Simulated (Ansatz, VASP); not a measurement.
## One calculation of SiS3, two programs

```xyz
8
Lattice="6.1065 0.0000 0.0000 -3.0533 5.2884 0.0000 0.0000 0.0000 4.9014" Properties=species:S:1:pos:R:3 pbc="T T T"
Si    0.0000    3.5256    1.2254
Si    3.0533    1.7628    3.6761
S     3.0533    3.5221    1.2254
S    -1.5236    4.4052    3.6761
S     1.5297    0.8832    1.2254
S     0.0000    1.7663    3.6761
S     4.5768    0.8832    1.2254
S     1.5236    4.4052    3.6761
```

Alike in both runs: task relaxation of cell and atoms; functional r2SCAN; k mesh 3 × 3 × 4; occupations gaussian, width 0.1 eV; no spin polarisation.

```csv
,VASP,Ansatz
version,VASP 6.6.1,Ansatz 0.2.0
potentials or method,"VASP PAW PBE potentials, release 64 (Si, S), cutoff 600 eV","scalar-relativistic, plane waves, PAW"
valence electrons in the cell,44,44
```

VASP gave:

| Item | Value |
| --- | --- |
| gap on the k mesh at the Fermi level, each at its own relaxed structure (eV) | none |
| relaxed volume (Å³/atom) | 18.17 |
| relaxed length of the cell vector where the two differ most in proportion (Å) | 5.035 |

Question: Estimate Ansatz's values.

Answer: gap on the k mesh at the Fermi level, each at its own relaxed structure (eV): none; relaxed volume (Å³/atom): 18.10; relaxed length of the cell vector where the two differ most in proportion (Å): 5.083.

VASP's potentials were made for PBE, not for r2SCAN. A gap of «none» marks a metal or a gap that the smearing closes.

The k mesh is coarse, so the values compare programs but aren't converged.
